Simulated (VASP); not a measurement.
# Hf (P6_3/mmc) in VASP: a series of runs

Hf is run at these levels: LDA; tasks: single point.

All numbers are computed with VASP 6.6.1; they aren't measurements. Logs are shortened: lines on timing, memory, paths and dates and some standing lists are left out, and cuts for length are marked.

## (1) The cell of the first run

Symmetry: P6_3/mmc, No. 194, hexagonal system. Conventional cell: a = 2.315 Å, b = 2.315 Å, c = 4.041 Å, α = 90.00°, β = 90.00°, γ = 120.00°. Hf (site symmetry -6m2) has 12 Hf at 2.31 to 2.42 Å within 3.1 Å.

## (2) Single point, LDA (9.37 Å³/atom)

INCAR

```
PREC = Accurate ; ENCUT = 520
EDIFF = 1E-6 ; ISMEAR = -1
SIGMA = 0.08 ; LREAL = F
LASPH = T ; NELM = 60
ALGO = Normal ; ISIF = 2
LWAVE = F ; LCHARG = T
GGA = CA ; LELF = T
LVHAR = T ; NBANDS = 17
```

KPOINTS

```
Automatic mesh
0
Gamma
  15 15 8
```

POSCAR

```
Hf
1.0
    2.3145087330      0.0000000000      0.0000000000
   -1.1572543665      2.0044233601      0.0000000000
    0.0000000000      0.0000000000      4.0407957324
Hf
2
Direct
    0.3333333333      0.6666666667      0.2500000000
    0.6666666667      0.3333333333      0.7500000000
```

Potentials or basis: VASP PAW LDA potentials, release 64 (Hf_pv).

Started as:

```
$ cat potpaw_LDA.64/Hf_pv/POTCAR > POTCAR
$ mpirun -np 1 vasp_std > vasp.out
```

OUTCAR:

```text
PREC = Accurate
   ENCUT = 520
   EDIFF = 1E-6
   ISMEAR = -1
   LREAL = F
   LASPH = T
   NELM = 60
   ISIF = 2
   GGA = CA

 ion  position               nearest neighbor table
   1  0.333  0.667  0.250-   2 2.42   2 2.42   2 2.42   2 2.42   2 2.42   2 2.42   2 3.35   2 3.35
                             2 3.35   2 3.35   2 3.35   2 3.35
   2  0.667  0.333  0.750-   1 2.42   1 2.42   1 2.42   1 2.42   1 2.42   1 2.42   1 3.35   1 3.35
                             1 3.35   1 3.35   1 3.35   1 3.35

  LATTYP: Found a hexagonal cell.
 ALAT       =     2.3145087330
 C/A-ratio  =     1.7458546061

  Lattice vectors:

 A1 = (   2.3145087330,   0.0000000000,   0.0000000000)
 A2 = (  -1.1572543665,   2.0044233601,   0.0000000000)
 A3 = (   0.0000000000,   0.0000000000,   4.0407957324)

Analysis of symmetry for initial positions (statically):
=====================================================================
 Subroutine PRICEL returns:
 Original cell was already a primitive cell.

 Routine SETGRP: Setting up the symmetry group for a
 hexagonal supercell.

 Subroutine GETGRP returns: Found 24 space group operations
 (whereof 12 operations were pure point group operations)
 out of a pool of 24 trial point group operations.

The static configuration has the point symmetry D_3d.
 The point group associated with its full space group is D_6h.

Analysis of symmetry for dynamics (positions and initial velocities):
=====================================================================
 Subroutine PRICEL returns:
 Original cell was already a primitive cell.

 Routine SETGRP: Setting up the symmetry group for a
 hexagonal supercell.

 Subroutine GETGRP returns: Found 24 space group operations
 (whereof 12 operations were pure point group operations)
 out of a pool of 24 trial point group operations.

The dynamic configuration has the point symmetry D_3d.
 The point group associated with its full space group is D_6h.

 Subroutine INISYM returns: Found 24 space group operations
 (whereof 12 operations are pure point group operations),
 and found     1 'primitive' translations

----------------------------------------------------------------------------------------

                                     Primitive cell

  volume of cell :      18.7463

  direct lattice vectors                    reciprocal lattice vectors
     2.314508733  0.000000000  0.000000000     0.432057130  0.249448300  0.000000000
[... 85 lines left out ...]
   NELM   =     60;   NELMIN=  2; NELMDL= -5     # of ELM steps
   EDIFF  = 0.1E-05   stopping-criterion for ELM
   LREAL  =      F    real-space projection
   EDIFFG = 0.1E-04   stopping-criterion for IOM
   NSW    =      0    number of steps for IOM
   IBRION =     -1    ionic relax: 0-MD 1-quasi-New 2-CG
   NFREE  =      0    steps in history (QN), initial steepest desc. (CG)
   ISIF   =      2    stress and relaxation
   ISYM   =      2    0-nonsym 1-usesym 2-fastsym
   POTIM  = 0.5000    time-step for ionic-motion
   TEBEG  =    0.0;   TEEND  =   0.0 temperature during run
   PSTRESS=    0.0 pullay stress
   NELECT =      20.0000    total number of electrons
   NUPDOWN=      -1.0000    fix difference up-down
   EMIN   =  10.00;   EMAX   =-10.00  energy-range for DOS
   EFERMI =   0.00;   METHOD = LEGACY
   ISMEAR =    -1;   SIGMA  =   0.08  broadening in eV -4-tet -1-fermi 0-gaus
   EFERMI_NEDOS =   21; number of points for ismear=-14 and -15
   IALGO  =     38    algorithm
   IMIX   =      4    mixing-type and parameters
     AMIX     =   0.40;   BMIX     =  1.00
     AMIX_MAG =   1.60;   BMIX_MAG =  1.00
  volume/ion in A,a.u.               =       9.37        63.25
  Fermi-wavevector in a.u.,A,eV,Ry     =   1.672809  3.161151 38.073060  2.798291
  Thomas-Fermi vector in A             =   2.757891
   LORBIT       =      0    0 simple, 1 ext, 2 COOP (PROOUT), +10 PAW based schemes
   GGA     = CA    functional components
   LHFCALC =     F    Hartree Fock is set to
   AEXX    =    0.0000 exact exchange contribution
   IVDW    =     0    specifies the selected vdW correction
   LEPSILON=     F    determine dielectric tensor
   LRPA    =     F    only Hartree local field effects (RPA)
 non-spin polarized calculation
  energy-cutoff  :      520.00
  volume of cell :       18.75
 maximum number of plane-waves:       529
 NGX is ok and might be reduce to    18
   NGX =  9   NGY =  9   NGZ = 15

 number of electron      20.0000005 magnetization

 Free energy of the ion-electron system (eV)
  ---------------------------------------------------
  ext. energy  EPLUGINS =         0.00000000
  ---------------------------------------------------
  free energy    TOTEN  =        -6.73298313 eV

  energy without entropy =       -6.71542685  energy(sigma->0) =       -6.72420499

 E-fermi :  12.9988     XC(G=0): -16.0694

 val. band max:       12.9731217975   @ k =   0.3333   0.2000   0.2500
 cond. band min:      13.0727411406   @ k =   0.0667   0.0667   0.3750
 fundamental gap:      0.0996193431
 Fermi energy:        12.9988494871

 k-point     1 :       0.0000    0.0000    0.0000
  band No.  band energies     occupation
      1     -22.1617      2.00000
      2     -14.1245      2.00000
      3     -14.0268      2.00000
      4     -14.0268      2.00000
      5     -13.2245      2.00000
      6     -13.2245      2.00000
[... 457 lines left out ...]
      4     -17.8277      2.00000
      5     -16.8683      2.00000
      6     -16.2229      2.00000
[... 9 lines left out ...]
     16      25.0860      0.00000
     17      26.6539      0.00000

 [... further k-points ...]

------------------------ aborting loop because EDIFF is reached ----------------------------------------

  FORCE on cell =-STRESS in cart. coord.  units (eV):
  Direction    XX          YY          ZZ          XY          YZ          ZX
  --------------------------------------------------------------------------------------
  -------------------------------------------------------------------------------------
  Total       46.3852260     46.3852260     46.2983852      0.0000000     -0.0000000      0.0000000
  in kB     3964.3782355   3964.3782356   3956.9562688      0.0000000     -0.0000000      0.0000000
  external PRESSURE =    3961.9042466 kB  Pullay stress =       0.0000000 kB

 VOLUME and BASIS-vectors are now :
 -----------------------------------------------------------------------------
  energy-cutoff  :      520.00
  volume of cell :       18.75
      direct lattice vectors                 reciprocal lattice vectors
     2.314508733  0.000000000  0.000000000     0.432057130  0.249448300  0.000000000
    -1.157254366  2.004423360  0.000000000     0.000000000  0.498896600  0.000000000
     0.000000000  0.000000000  4.040795732     0.000000000  0.000000000  0.247476009

 POSITION                                       TOTAL-FORCE (eV/Angst)
 -----------------------------------------------------------------------------------
     -0.00000      1.33628      1.01020         0.000000      0.000000      0.000000
      1.15725      0.66814      3.03060        -0.000000     -0.000000      0.000000
 -----------------------------------------------------------------------------------
    total drift:                                0.000000     -0.000000      0.000000

  FREE ENERGIE OF THE ION-ELECTRON SYSTEM (eV)
  ---------------------------------------------------
  free  energy   TOTEN  =        -6.7329831292 eV

  energy  without entropy=       -6.7154268526  energy(sigma->0) =       -6.72420499
```

stdout:

```text
POSCAR found type information on POSCAR Hf
 POSCAR found :  1 types and       2 ions
 scaLAPACK will be used
 LDA part: xc-table for (Slater(with rela. corr.)+CA(PZ))
 , standard interpolation
 POSCAR, INCAR and KPOINTS ok, starting setup
 FFT: planning ... GRIDC
 FFT: planning ... GRID_SOFT
 FFT: planning ... GRID
 WAVECAR not read
 entering main loop
```

Wall time 44 s (1 thread of Intel Xeon 8259CL, shared host); peak memory 0.15 GiB.

Results:

```
Free energy            : -6.7330 eV
Pressure               : 396.2 GPa
Band gap on the k mesh : zero (bands 10 and 11 overlap by 2.00 eV)
```

Stress tensor (GPa, compression positive):
```
396.44   0.00   0.00
  0.00 396.44   0.00
  0.00   0.00 395.70
```

Caveat: the cell stands under pressure; spin-orbit coupling is left out, which moves the levels of the heavy elements.

## (3) Single point, LDA

This run uses another cell than the first one, of 11.46 Å³/atom.

INCAR

```
SYSTEM = Hf
PREC = Accurate ; ENCUT = 520
EDIFF = 1E-7 ; ISMEAR = -1
SIGMA = 0.08 ; LREAL = .False.
LASPH = .True. ; NELM = 80
ALGO = Normal ; ISIF = 2
LWAVE = .False. ; LCHARG = .False.
NBANDS = 17
```

KPOINTS

```
regular mesh
0
Gamma
  15 15 8
  0 0 0
```

POSCAR

```
Hf
1.0
    2.4714260652      0.0000000000      0.0000000000
   -1.2357130326      2.1403177560      0.0000000000
    0.0000000000      0.0000000000      4.3315115295
Hf
2
Direct
    0.3333333333      0.6666666667      0.2500000000
    0.6666666667      0.3333333333      0.7500000000
```

Potentials or basis: VASP PAW LDA potentials, release 64 (Hf_pv).

Started as:

```
$ cat potpaw_LDA.64/Hf_pv/POTCAR > POTCAR
$ mpirun -np 1 vasp_std > vasp.out
```

It took 55 s on 1 thread of Intel Xeon 8259CL, shared host; peak memory 0.15 GiB.

The run converged. Its results:

- Free energy: -14.1060 eV
- Pressure: 198.2 GPa
- Band gap on the k mesh: zero (bands 10 and 11 overlap by 1.81 eV)

Stress tensor (GPa, compression positive):
```
198.17   0.00   0.00
  0.00 198.17   0.00
  0.00   0.00 198.28
```

Levels at points of the mesh, in eV from the Fermi level:
| k point | band 6 | band 7 | band 8 | band 9 | band 10 | band 11 | band 12 | band 13 | band 14 | band 15 |
| --- | --- | --- | --- | --- | --- | --- | --- | --- | --- | --- |
| (0.00, 0.00, 0.00) | -27.12 | -8.01 | -5.68 | -0.40 | 1.31 | 1.31 | 2.64 | 2.64 | 5.32 | 5.71 |
| (0.00, 0.00, 0.50) | -27.37 | -5.22 | -5.22 | 0.07 | 0.07 | 1.39 | 1.39 | 1.39 | 1.39 | 9.20 |

Caveat: the cell stands under pressure; spin-orbit coupling is left out, which moves the levels of the heavy elements.

## (4) Single point, LDA (11.46 Å³/atom)

This run uses another cell than the first one, of 11.46 Å³/atom.

INCAR

```
PREC = Accurate ; ENCUT = 520
EDIFF = 1E-7 ; ISMEAR = -1
SIGMA = 0.08 ; LREAL = False
LASPH = True ; NELM = 100
ALGO = Normal ; ISIF = 2
LWAVE = False ; LCHARG = True
LELF = True ; LVHAR = True
NBANDS = 17
```

KPOINTS

```
regular mesh
0
Gamma
  15 15 8
```

POSCAR is that of step 3.

Started as:

```
$ cat potpaw_LDA.64/Hf_pv/POTCAR > POTCAR
$ mpirun -np 1 vasp_std > vasp.out
```

It took 51 s on 1 thread of Intel Xeon 8259CL, shared host; peak memory 0.16 GiB.

Results (log left out):

| Quantity | Value |
| --- | --- |
| Free energy | -14.1060 eV |
| Pressure | 198.2 GPa |
| Band gap on the k mesh | zero (bands 10 and 11 overlap by 1.81 eV) |

Stress tensor (GPa, compression positive):
```
198.17   0.00   0.00
  0.00 198.17   0.00
  0.00   0.00 198.28
```

Levels at points of the mesh, in eV from the Fermi level:
| k point | band 7 | band 8 | band 9 | band 10 | band 11 | band 12 | band 13 | band 14 |
| --- | --- | --- | --- | --- | --- | --- | --- | --- |
| (0.00, 0.00, 0.00) | -8.01 | -5.68 | -0.40 | 1.31 | 1.31 | 2.64 | 2.64 | 5.32 |
| (0.00, 0.00, 0.50) | -5.22 | -5.22 | 0.07 | 0.07 | 1.39 | 1.39 | 1.39 | 1.39 |

Caveat: the cell stands under pressure; spin-orbit coupling is left out, which moves the levels of the heavy elements.

## (5) Single point, LDA

This run uses another cell than the first one, of 13.33 Å³/atom.

INCAR

```
SYSTEM = Hf
  PREC = Accurate
  ENCUT = 520
  EDIFF = 1E-7
  ISMEAR = -1
  SIGMA = 0.08
  LREAL = .False.
  LASPH = .True.
  NELM = 80
  ALGO = Normal
  ISIF = 2
  LWAVE = .False.
  LCHARG = .False.
  GGA = CA
  NBANDS = 17
```

KPOINTS

```
regular mesh
0
Gamma
  15 15 8
  0 0 0
```

POSCAR

```
Hf
1.0
    2.6153411408      0.0000000000      0.0000000000
   -1.3076705704      2.2649518675      0.0000000000
    0.0000000000      0.0000000000      4.5008580223
Hf
2
Direct
    0.3333333333      0.6666666667      0.2500000000
    0.6666666667      0.3333333333      0.7500000000
```

Potentials or basis: VASP PAW LDA potentials, release 64 (Hf_pv).

Started as:

```
$ cat potpaw_LDA.64/Hf_pv/POTCAR > POTCAR
$ mpirun -np 1 vasp_std > vasp.out
```

OUTCAR:

```text
SYSTEM = Hf
   PREC = Accurate
   ENCUT = 520
   EDIFF = 1E-7
   ISMEAR = -1
   LREAL = .False.
   LASPH = .True.
   NELM = 80
   ISIF = 2
   GGA = CA

 ion  position               nearest neighbor table
   1  0.333  0.667  0.250-   2 2.71   2 2.71   2 2.71   2 2.71   2 2.71   2 2.71   2 3.77   2 3.77
                             2 3.77   2 3.77   2 3.77   2 3.77
   2  0.667  0.333  0.750-   1 2.71   1 2.71   1 2.71   1 2.71   1 2.71   1 2.71   1 3.77   1 3.77
                             1 3.77   1 3.77   1 3.77   1 3.77

  LATTYP: Found a hexagonal cell.
 ALAT       =     2.6153411408
 C/A-ratio  =     1.7209449093

  Lattice vectors:

 A1 = (   2.6153411408,   0.0000000000,   0.0000000000)
 A2 = (  -1.3076705704,   2.2649518675,   0.0000000000)
 A3 = (   0.0000000000,   0.0000000000,   4.5008580223)

Analysis of symmetry for initial positions (statically):
=====================================================================
 Subroutine PRICEL returns:
 Original cell was already a primitive cell.

 Routine SETGRP: Setting up the symmetry group for a
 hexagonal supercell.

 Subroutine GETGRP returns: Found 24 space group operations
 (whereof 12 operations were pure point group operations)
 out of a pool of 24 trial point group operations.

[... 167 lines left out ...]
 cond. band min:       9.0613613544   @ k =   0.1333   0.0667   0.2500
 fundamental gap:      0.0469916262
 Fermi energy:         9.0165552053

 k-point     1 :       0.0000    0.0000    0.0000
  band No.  band energies     occupation
      1     -22.7210      2.00000
      2     -19.2308      2.00000
      3     -19.2308      2.00000
      4     -19.1751      2.00000
      5     -18.8644      2.00000
      6     -18.8644      2.00000
[... 457 lines left out ...]
      4     -20.7641      2.00000
      5     -20.3186      2.00000
      6     -20.0587      2.00000
[... 9 lines left out ...]
     16      17.9909      0.00000
     17      21.8690      0.00000

 [... further k-points ...]

------------------------ aborting loop because EDIFF is reached ----------------------------------------

  FORCE on cell =-STRESS in cart. coord.  units (eV):
  Direction    XX          YY          ZZ          XY          YZ          ZX
  --------------------------------------------------------------------------------------
  -------------------------------------------------------------------------------------
  Total       18.5850891     18.5850891     18.5526569      0.0000000     -0.0000000      0.0000000
  in kB     1116.8442024   1116.8442024   1114.8952321      0.0000000     -0.0000000      0.0000000
  external PRESSURE =    1116.1945456 kB  Pullay stress =       0.0000000 kB

 VOLUME and BASIS-vectors are now :
 -----------------------------------------------------------------------------
  energy-cutoff  :      520.00
  volume of cell :       26.66
      direct lattice vectors                 reciprocal lattice vectors
     2.615341141  0.000000000  0.000000000     0.382359297  0.220755243  0.000000000
    -1.307670570  2.264951868  0.000000000     0.000000000  0.441510486  0.000000000
     0.000000000  0.000000000  4.500858022     0.000000000  0.000000000  0.222179859

 POSITION                                       TOTAL-FORCE (eV/Angst)
 -----------------------------------------------------------------------------------
     -0.00000      1.50997      1.12521        -0.000000     -0.000000      0.000000
      1.30767      0.75498      3.37564         0.000000      0.000000      0.000000
 -----------------------------------------------------------------------------------
    total drift:                               -0.000000      0.000000     -0.000000

  FREE ENERGIE OF THE ION-ELECTRON SYSTEM (eV)
  ---------------------------------------------------
  free  energy   TOTEN  =       -17.6285882438 eV

  energy  without entropy=      -17.6033568863  energy(sigma->0) =      -17.61597257
```

OSZICAR:

```text
N       E                     dE             d eps       ncg     rms          rms(c)
DAV:   1     0.597772133083E+02    0.59777E+02   -0.11662E+04  4638   0.120E+03
DAV:   2    -0.165261134621E+02   -0.76303E+02   -0.74065E+02  6087   0.271E+02
DAV:   3    -0.180843898525E+02   -0.15583E+01   -0.15499E+01  5302   0.268E+01
DAV:   4    -0.180902274924E+02   -0.58376E-02   -0.58363E-02  5796   0.190E+00
DAV:   5    -0.180902496042E+02   -0.22112E-04   -0.22110E-04  5359   0.105E-01    0.899E+01
DAV:   6    -0.177711184881E+02    0.31913E+00   -0.13579E-01  5261   0.273E+00    0.533E+01
DAV:   7    -0.176305306552E+02    0.14059E+00   -0.23238E-01  5414   0.344E+00    0.199E+00
DAV:   8    -0.176285500061E+02    0.19806E-02   -0.12998E-02  5466   0.842E-01    0.196E-01
DAV:   9    -0.176285867076E+02   -0.36702E-04   -0.28099E-04  5984   0.123E-01    0.103E-01
DAV:  10    -0.176285889140E+02   -0.22063E-05   -0.10851E-05  5469   0.260E-02    0.825E-02
DAV:  11    -0.176285882488E+02    0.66517E-06   -0.10719E-06  5698   0.758E-03    0.164E-03
DAV:  12    -0.176285882438E+02    0.49567E-08   -0.64505E-08  2895   0.193E-03
   1 F= -.17628588E+02 E0= -.17615973E+02  d E =-.252314E-01
```

stdout:

```text
POSCAR found type information on POSCAR Hf
 POSCAR found :  1 types and       2 ions
 scaLAPACK will be used
 LDA part: xc-table for (Slater(with rela. corr.)+CA(PZ))
 , standard interpolation
 POSCAR, INCAR and KPOINTS ok, starting setup
 FFT: planning ... GRIDC
 FFT: planning ... GRID_SOFT
 FFT: planning ... GRID
 WAVECAR not read
 entering main loop
```

It took 61 s on 1 thread of Intel Xeon 8259CL, shared host; peak memory 0.17 GiB.

Results:

```
Free energy            : -17.6286 eV
Pressure               : 111.6 GPa
Band gap on the k mesh : zero (bands 10 and 11 overlap by 1.79 eV)
```

Stress tensor (GPa, compression positive):
```
111.68   0.00   0.00
  0.00 111.68   0.00
  0.00   0.00 111.49
```

Levels at points of the mesh, in eV from the Fermi level:
```csv
k point,band 6,band 7,band 8,band 9,band 10,band 11,band 12,band 13,band 14,band 15
"(0.00, 0.00, 0.00)",-27.88,-8.26,-5.35,0.21,1.34,1.34,2.53,2.53,3.60,4.90
"(0.00, 0.00, 0.50)",-28.07,-5.56,-5.56,-0.19,-0.19,1.38,1.38,1.38,1.38,7.98
```

Caveat: the cell stands under pressure; spin-orbit coupling is left out, which moves the levels of the heavy elements.

## (6) Overview

```csv
cell,gap on the mesh (eV),pressure (GPa)
"a = 2.315, b = 2.315, c = 4.041 Å, angles 90.0, 90.0, 120.0°, 2 atoms",none,396.2
"a = 2.471, b = 2.471, c = 4.332 Å, angles 90.0, 90.0, 120.0°, 2 atoms",none,198.2
"a = 2.615, b = 2.615, c = 4.501 Å, angles 90.0, 90.0, 120.0°, 2 atoms",none,111.6
```

Alike in all rows: task single point; level LDA; potentials or basis VASP PAW LDA potentials, release 64 (Hf_pv); no spin polarisation; k mesh 15 × 15 × 8; cutoff (eV) 520; smearing fermi-dirac 0.08 eV.

Caveats: the cell stands under pressure; spin-orbit coupling is left out, which moves the levels of the heavy elements.

Absolute energies hang on the potentials; compare differences alone.
